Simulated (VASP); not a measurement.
Input of a VASP 6.6.1 run:

INCAR

```
SYSTEM = Fe
PREC = Accurate
ENCUT = 520
EDIFF = 1E-6
ISMEAR = -1
SIGMA = 0.05
LREAL = .FALSE.
LASPH = .TRUE.
NELM = 150
ALGO = Normal
ISIF = 2
LWAVE = .FALSE.
LCHARG = .FALSE.
ISPIN = 2
MAGMOM = 2.303
LORBIT = 11
LMAXMIX = 4
GGA = RP
NBANDS = 14
```

The input KPOINTS:

```
Automatic mesh
0
G
  25 25 25
  0 0 0
```

The input POSCAR:

```
Fe
1.0
   -1.4110169037      1.4110169037      1.4110169037
    1.4110169037     -1.4110169037      1.4110169037
    1.4110169037      1.4110169037     -1.4110169037
Fe
1
Direct
    0.0000000000      0.0000000000      0.0000000000
```

Potentials or basis: VASP PAW PBE potentials, release 64 (Fe).

Launch:

```sh
$ cat potpaw_PBE.64/Fe/POTCAR > POTCAR
$ mpirun -np 1 vasp_std > vasp.out
```

Problem. What does it give for the site moments?

Solution. Fe +2.19 μB.

Problem. What does it give for the net moment?

Solution. 2.19 μB per cell.
